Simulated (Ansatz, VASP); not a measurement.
# Ge3Pd in VASP and in Ansatz

```xyz
4
Lattice="3.7428 0.0000 0.0000 0.0000 3.7428 0.0000 0.0000 0.0000 5.2924" Properties=species:S:1:pos:R:3 pbc="T T T"
Ge    0.0000    0.0000    2.6462
Ge    1.8714    1.8714    0.0000
Ge    1.8714    1.8714    2.6462
Pd    0.0000    0.0000    0.0000
```

Alike in both runs: functional PBE; k mesh 12 × 12 × 10; occupations gaussian, width 0.1 eV; no spin polarisation.

Ansatz relaxed the structure, and its values are those at the end. VASP's run is a single point on that final structure, the one shown.

|  | VASP | Ansatz |
| --- | --- | --- |
| version | VASP 6.6.1 | Ansatz 0.2.0 |
| potentials or method | VASP PAW PBE potentials, release 64 (Ge_d, Pd), cutoff 520 eV | scalar-relativistic, plane waves, PAW |
| valence electrons in the cell | 52 | 60 |

|  | VASP | Ansatz | Ansatz less VASP |
| --- | --- | --- | --- |
| gap on the k mesh at the Fermi level (eV) | none | none | - |
| pressure (GPa) | 0.0 | 0.0 | -0.03 |

A gap of «none» marks a metal or a gap that the smearing closes. VASP's potentials hold 52 valence electrons a cell and Ansatz's 60, so a difference there can come from the potentials and not from the codes.
